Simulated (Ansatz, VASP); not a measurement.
# One calculation of NbCd3, two programs

```
Nb Cd
1.0
     4.21500    0.00000    0.00000
     0.00000    4.21500    0.00000
     0.00000    0.00000    4.14475
Nb Cd
1 3
Direct
  0.00000 0.00000 0.00000
  0.00000 0.50000 0.50000
  0.50000 0.00000 0.50000
  0.50000 0.50000 0.00000
```

Alike in both runs: task single point; functional PBE; k mesh 8 × 8 × 8; occupations fermi-dirac, width 0.1 eV; no spin polarisation.

```csv
,VASP,Ansatz
version,VASP 6.6.1,Ansatz 0.2.0
potentials or method,"VASP PAW PBE potentials, release 64 (Nb_sv, Cd), cutoff 520 eV","plane waves, PAW"
valence electrons in the cell,49,73
```

|  | VASP | Ansatz | Ansatz less VASP |
| --- | --- | --- | --- |
| pressure (GPa) | 10.1 | 9.5 | -0.58 |
| traceless stress, the component that is largest in VASP (GPa) | 0.86 | 0.85 | -0.010 |

With one functional, cell and mesh, what is left measures potentials, basis and numerics. VASP's potentials hold 49 valence electrons a cell and Ansatz's 73, so a difference there can come from the potentials and not from the codes.
